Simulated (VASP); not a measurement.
# GaN (F-43m) in VASP: notebook

The runs below take GaN through vibrations by perturbation theory, with PBEsol.

Program: VASP 6.6.1. These are calculated values, not measurements. Logs are shortened: lines on timing, memory, paths and dates and some standing lists are left out, and cuts for length are marked.

## (1) The cell of the first run

The structure is cubic, space group F-43m (No. 216). Conventional cell: a = 4.396 Å, b = 4.396 Å, c = 4.396 Å, α = 90.00°, β = 90.00°, γ = 90.00°. Within 2.5 Å of Ga (site symmetry -43m) lie 4 N at 1.90 Å. Within 2.5 Å of N (site symmetry -43m) lie 4 Ga at 1.90 Å.

## (2) Vibrations by perturbation theory, PBEsol

File INCAR:

```
ALGO     = Normal         # electronic algorithm
EDIFF    = 1E-8           # SCF threshold, eV
ENCUT    = 520            # plane-wave cutoff, eV
GGA      = PS             # functional
IBRION   = 8              # ionic algorithm
ISIF     = 2              # what is computed and relaxed
ISMEAR   = 0              # smearing method
LASPH    = T              # aspherical terms in the spheres
LCHARG   = T              # write CHGCAR
LREAL    = F              # projectors in reciprocal space
LWAVE    = F              # write WAVECAR
NELM     = 80             # most SCF steps
NSW      = 1              # ionic steps
PREC     = Accurate       # precision mode
SIGMA    = 0.01           # smearing width, eV
```

File KPOINTS:

```
k-points
0
Gamma
  10 10 10
```

File POSCAR:

```
GaN
1.0
    2.1982346483      2.1982346483      0.0000000000
   -2.1982346483      2.1982346483      0.0000000000
    0.0000000000      2.1982346483      2.1982346483
Ga N
1 1
Direct
    0.0000000000      0.0000000000      0.0000000000
    0.2500000000      0.7500000000      0.5000000000
```

Potentials or basis: VASP PAW PBE potentials, release 64 (Ga_d, N).

The run is started by

```bash
cat potpaw_PBE.64/Ga_d/POTCAR potpaw_PBE.64/N/POTCAR > POTCAR
mpirun -np 1 vasp_std > vasp.out
```

OUTCAR:

```text
EDIFF = 1E-8
   ENCUT = 520
   GGA = PS
   IBRION = 8
   ISIF = 2
   ISMEAR = 0
   LASPH = T
   LREAL = F
   NELM = 80
   NSW = 1
   PREC = Accurate

 ion  position               nearest neighbor table
   1  0.000  0.000  0.000-   2 1.90   2 1.90   2 1.90   2 1.90
   2  0.250  0.750  0.500-   1 1.90   1 1.90   1 1.90   1 1.90

  LATTYP: Found a face centered cubic cell.
 ALAT       =     4.3964692966

  Lattice vectors:

 A1 = (   0.0000000000,   2.1982346483,   2.1982346483)
 A2 = (   2.1982346483,   0.0000000000,   2.1982346483)
 A3 = (   2.1982346483,   2.1982346483,   0.0000000000)

Analysis of symmetry for initial positions (statically):
=====================================================================
 Subroutine PRICEL returns:
 Original cell was already a primitive cell.

 Routine SETGRP: Setting up the symmetry group for a
 face centered cubic supercell.

 Subroutine GETGRP returns: Found 24 space group operations
 (whereof 24 operations were pure point group operations)
 out of a pool of 48 trial point group operations.

The static configuration has the point symmetry T_d .

Analysis of symmetry for dynamics (positions and initial velocities):
=====================================================================
 Subroutine PRICEL returns:
 Original cell was already a primitive cell.

 Routine SETGRP: Setting up the symmetry group for a
 face centered cubic supercell.

 Subroutine GETGRP returns: Found 24 space group operations
 (whereof 24 operations were pure point group operations)
 out of a pool of 48 trial point group operations.

The dynamic configuration has the point symmetry T_d .

 Subroutine INISYM returns: Found 24 space group operations
 (whereof 24 operations are pure point group operations),
 and found     1 'primitive' translations

----------------------------------------------------------------------------------------

                                     Primitive cell

  volume of cell :      21.2448

  direct lattice vectors                    reciprocal lattice vectors
     2.198234648  2.198234648  0.000000000     0.227455245  0.227455245 -0.227455245
    -2.198234648  2.198234648  0.000000000    -0.227455245  0.227455245 -0.227455245
     0.000000000  2.198234648  2.198234648     0.000000000  0.000000000  0.454910490

  length of vectors
     3.108773253  3.108773253  3.108773253     0.393964040  0.393964040  0.454910490

  position of ions in fractional coordinates (direct lattice)
     0.000000000  0.000000000  0.000000000
     0.250000000  0.750000000  0.500000000

  ion indices of the primitive-cell ions
   primitive index   ion index
                 1           1
                 2           2

----------------------------------------------------------------------------------------

 KPOINTS: k-points

Automatic generation of k-mesh.
 Grid dimensions read from file:
 generate k-points for:   10   10   10

 Generating k-lattice:

  Cartesian coordinates                     Fractional coordinates (reciprocal lattice)
     0.022745524  0.022745524 -0.022745524     0.100000000  0.000000000  0.000000000
    -0.022745524  0.022745524 -0.022745524     0.000000000  0.100000000  0.000000000
     0.000000000  0.000000000  0.045491049     0.000000000  0.000000000  0.100000000

  Length of vectors
     0.039396404  0.039396404  0.045491049

  Shift w.r.t. Gamma in fractional coordinates (k-lattice)
     0.000000000  0.000000000  0.000000000

 Subroutine IBZKPT returns following result:
 ===========================================

 Found     47 irreducible k-points:

 Following reciprocal coordinates:
            Coordinates               Weight
  0.000000  0.000000  0.000000      1.000000
  0.100000  0.000000  0.000000      8.000000
  0.200000  0.000000  0.000000      8.000000
  0.300000  0.000000  0.000000      8.000000
  0.400000  0.000000  0.000000      8.000000
  0.500000  0.000000  0.000000      4.000000
[... 16 lines left out ...]
  0.300000  0.300000  0.000000     12.000000
  0.400000  0.300000  0.000000     24.000000
 [... further k-points ...]
   k-points           NKPTS =     47   k-points in BZ     NKDIM =     47   number of bands    NBANDS=     13
   number of dos      NEDOS =    301   number of ions     NIONS =      2
[... 25 lines left out ...]
   TEBEG  =    0.0;   TEEND  =   0.0 temperature during run
   PSTRESS=    0.0 pullay stress
   NELECT =      18.0000    total number of electrons
   NUPDOWN=      -1.0000    fix difference up-down
   EMIN   =  10.00;   EMAX   =-10.00  energy-range for DOS
   EFERMI =   0.00;   METHOD = LEGACY
   ISMEAR =     0;   SIGMA  =   0.01  broadening in eV -4-tet -1-fermi 0-gaus
   EFERMI_NEDOS =   21; number of points for ismear=-14 and -15
   IALGO  =     38    algorithm
   IMIX   =      4    mixing-type and parameters
     AMIX     =   0.40;   BMIX     =  1.00
     AMIX_MAG =   1.60;   BMIX_MAG =  1.00
  volume/ion in A,a.u.               =      10.62        71.68
  Fermi-wavevector in a.u.,A,eV,Ry     =   1.549108  2.927389 32.650373  2.399735
  Thomas-Fermi vector in A             =   2.653962
   LORBIT       =      0    0 simple, 1 ext, 2 COOP (PROOUT), +10 PAW based schemes
   GGA     = PS    functional components
   LHFCALC =     F    Hartree Fock is set to
   AEXX    =    0.0000 exact exchange contribution
   IVDW    =     0    specifies the selected vdW correction
   LEPSILON=     F    determine dielectric tensor
   LRPA    =     F    only Hartree local field effects (RPA)
 non-spin polarized calculation
 Gauss-broadening in eV      SIGMA  =   0.01
  energy-cutoff  :      520.00
  volume of cell :       21.24
 maximum number of plane-waves:       588
   NGX = 11   NGY = 11   NGZ = 11

--------------------------------------- Ionic step        1  -------------------------------------------

 number of electron      18.0000001 magnetization

 Free energy of the ion-electron system (eV)
  ---------------------------------------------------
  ext. energy  EPLUGINS =         0.00000000
  ---------------------------------------------------
  free energy    TOTEN  =       -13.05759669 eV

  energy without entropy =      -13.05759669  energy(sigma->0) =      -13.05759669

 E-fermi :   6.0788     XC(G=0): -12.3075

 val. band max:        5.9974031530   @ k =   0.0000   0.0000   0.0000
 cond. band min:       8.1565612267   @ k =   0.0000   0.0000   0.0000
 fundamental gap:      2.1591580738
 Fermi energy:         6.0787677686

 k-point     1 :       0.0000    0.0000    0.0000
  band No.  band energies     occupation
      1     -10.6084      2.00000
      2      -7.5000      2.00000
      3      -7.5000      2.00000
      4      -7.5000      2.00000
      5      -7.0907      2.00000
      6      -7.0907      2.00000
      7       5.9974      2.00000
      8       5.9974      2.00000
      9       5.9974      2.00000
     10       8.1566      0.00000
     11      16.6653      0.00000
     12      16.6653      0.00000
     13      16.6653      0.00000
[... 354 lines left out ...]
  band No.  band energies     occupation
      1      -9.2235      2.00000
      2      -7.3680      2.00000
      3      -7.2156      2.00000
      4      -7.1636      2.00000
      5      -7.0514      2.00000
      6      -5.2815      2.00000
      7      -0.4375      2.00000
      8       1.5408      2.00000
      9       3.8528      2.00000
     10      11.5403      0.00000
     11      14.3798      0.00000
     12      17.0277      0.00000
     13      18.8633      0.00000

 [... further k-points ...]

------------------------ aborting loop because EDIFF is reached ----------------------------------------

  FORCE on cell =-STRESS in cart. coord.  units (eV):
  Direction    XX          YY          ZZ          XY          YZ          ZX
  --------------------------------------------------------------------------------------
  -------------------------------------------------------------------------------------
  Total        1.9496425      1.9496425      1.9496425     -0.0000000     -0.0000000     -0.0000000
  in kB      147.0325261    147.0325261    147.0325261     -0.0000000     -0.0000000     -0.0000000
  external PRESSURE =     147.0325261 kB  Pullay stress =       0.0000000 kB

 VOLUME and BASIS-vectors are now :
 -----------------------------------------------------------------------------
  energy-cutoff  :      520.00
  volume of cell :       21.24
      direct lattice vectors                 reciprocal lattice vectors
     2.198234648  2.198234648  0.000000000     0.227455245  0.227455245 -0.227455245
    -2.198234648  2.198234648  0.000000000    -0.227455245  0.227455245 -0.227455245
     0.000000000  2.198234648  2.198234648     0.000000000  0.000000000  0.454910490

 POSITION                                       TOTAL-FORCE (eV/Angst)
 -----------------------------------------------------------------------------------
      0.00000      0.00000      0.00000        -0.000000     -0.000000     -0.000000
     -1.09912      3.29735      1.09912         0.000000      0.000000      0.000000
 -----------------------------------------------------------------------------------
    total drift:                                0.000002      0.000000     -0.000000

  FREE ENERGIE OF THE ION-ELECTRON SYSTEM (eV)
  ---------------------------------------------------
  free  energy   TOTEN  =       -13.0575966874 eV

  energy  without entropy=      -13.0575966874  energy(sigma->0) =      -13.05759669

[... ionic steps 2 to 3 ...]

--------------------------------------- Ionic step        4  -------------------------------------------

------------------------ aborting loop because EDIFF is reached ----------------------------------------

[... ionic steps 5 to 6 ...]

--------------------------------------- Ionic step        7  -------------------------------------------

 Free energy of the ion-electron system (eV)
  ---------------------------------------------------
  ---------------------------------------------------
  free energy    TOTEN  =        -0.23355239 eV

  energy without entropy =       -0.23355239

------------------------ aborting loop because EDIFF is reached ----------------------------------------

 INTERNAL STRAIN TENSOR  FOR ION    2  DIRECTION 1   (eV/Angst):
 -----------------------------------------------------------------------------
     0.02322 -0.00000  0.00000
     0.00000 -0.00371-12.23310
    -0.00000-12.23310 -0.00371

 INTERNAL STRAIN TENSOR FOR ION    2 for displacements in x,y,z  (eV/Angst):
          X           Y           Z          XY          YZ          ZX
  --------------------------------------------------------------------------------
  x     0.00000    -0.00000    -0.00000     0.00000   -12.23310     0.00000
  y    -0.00000    -0.00000    -0.00000     0.00000     0.00000   -12.23310
  z    -0.00000    -0.00000     0.00000   -12.23310     0.00000     0.00000

 SECOND DERIVATIVES (NOT SYMMETRIZED)
 ------------------------------------
               1X          1Y          1Z          2X          2Y          2Z
  1X   -14.916645    0.000000   -0.000000   14.916645   -0.000000    0.000000
  1Y    -0.000000  -14.916645    0.000000    0.000000   14.916645   -0.000000
  1Z    -0.000000    0.000000  -14.916645    0.000000   -0.000000   14.916645
  2X    14.908123    0.000000    0.000000  -14.908123    0.000000    0.000000
  2Y     0.000000   14.908123    0.000000    0.000000  -14.908123    0.000000
  2Z     0.000000    0.000000   14.908123    0.000000    0.000000  -14.908123

 Eigenvectors and eigenvalues of the dynamical matrix
 ----------------------------------------------------

   1 f  =   17.678296 THz   111.076007 2PiTHz  589.684469 cm-1    73.111523 meV
             X         Y         Z           dx          dy          dz
      0.000000  0.000000  0.000000    -0.000000    0.000000   -0.409033
     -1.099117  3.297352  1.099117     0.000000    0.000000    0.912520
[... 21 lines left out ...]
   6 f/i=    0.001885 THz     0.011847 2PiTHz    0.062892 cm-1     0.007798 meV
             X         Y         Z           dx          dy          dz
      0.000000  0.000000  0.000000    -0.147424   -0.074797    0.897421
     -1.099117  3.297352  1.099117    -0.066082   -0.033527    0.402264

--------------------------------------------------------------------------------------------------------

 ELASTIC MODULI CONTR FROM IONIC RELAXATION (kBar)
 Direction    XX          YY          ZZ          XY          YZ          ZX
 --------------------------------------------------------------------------------
 XX          -0.0000     -0.0000      0.0000     -0.0000      0.0000     -0.0000
 YY          -0.0000     -0.0000     -0.0000     -0.0000     -0.0000     -0.0000
 ZZ           0.0000     -0.0000     -0.0000      0.0000     -0.0000     -0.0000
 XY          -0.0000     -0.0000      0.0000   -719.0435      0.0000      0.0000
 YZ           0.0000     -0.0000     -0.0000      0.0000   -719.0435      0.0000
 ZX          -0.0000     -0.0000     -0.0000      0.0000      0.0000   -719.0435
 --------------------------------------------------------------------------------
```

Run time: 2.1 min. Hardware: 1 thread of Intel Xeon 8259CL, shared host; peak memory 0.21 GiB.

What came out:

* Highest phonon frequency at Γ, LO-TO splitting left out: 590 cm⁻¹

Phonon frequencies in cm⁻¹ (negative: imaginary):
| q point | frequencies |
| --- | --- |
| (0.000, 0.000, 0.000) | 0 0 0 590 590 590 |

Caveat: the cell stands under pressure or tension, which shifts response properties; the PAW data sets were made with another functional, which shifts forces and pressure a little.

[end of part 1 of 2]
